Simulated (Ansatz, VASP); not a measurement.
## MgPb2N2: VASP beside Ansatz

```xyz
5
Lattice="3.5806 0.0000 0.0000 -1.7903 3.1008 0.0000 0.0000 0.0000 8.2867" Properties=species:S:1:pos:R:3 pbc="T T T"
Mg    0.0000    0.0000    0.0000
Pb    1.7903    1.0336    2.3746
Pb    0.0000    2.0672    5.9121
N     1.7903    1.0336    7.1416
N     0.0000    2.0672    1.1450
```

Alike in both runs: task single point; functional LDA; k mesh 12 × 12 × 4; occupations gaussian, width 0.05 eV; no spin polarisation.

|  | VASP | Ansatz |
| --- | --- | --- |
| version | VASP 6.6.1 | Ansatz 0.2.0 |
| potentials or method | VASP PAW LDA potentials, release 64 (Mg, Pb_d, N), cutoff 520 eV | scalar-relativistic, plane waves, PAW |
| valence electrons in the cell | 40 | 48 |

Ansatz gave:

```
gap on the k mesh at the Fermi level (eV)                     : none
pressure (GPa)                                                : -6.3
traceless stress, the component that is largest in VASP (GPa) : 9.64
rms of the force components (eV/Å)                            : 0.224
```

Q: What did VASP give for the same quantities?

A: gap on the k mesh at the Fermi level (eV): none; pressure (GPa): -6.5; traceless stress, the component that is largest in VASP (GPa): 9.68; rms of the force components (eV/Å): 0.232.

LDA's correlation is that of Perdew and Zunger in VASP and of Perdew and Wang (1992) in Ansatz. Atom by atom the forces differ by 0.020 eV/Å (rms over components). A gap of «none» marks a metal or a gap that the smearing closes. VASP's potentials hold 40 valence electrons a cell and Ansatz's 48, so a difference there can come from the potentials and not from the codes.

Spin-orbit coupling is off throughout.
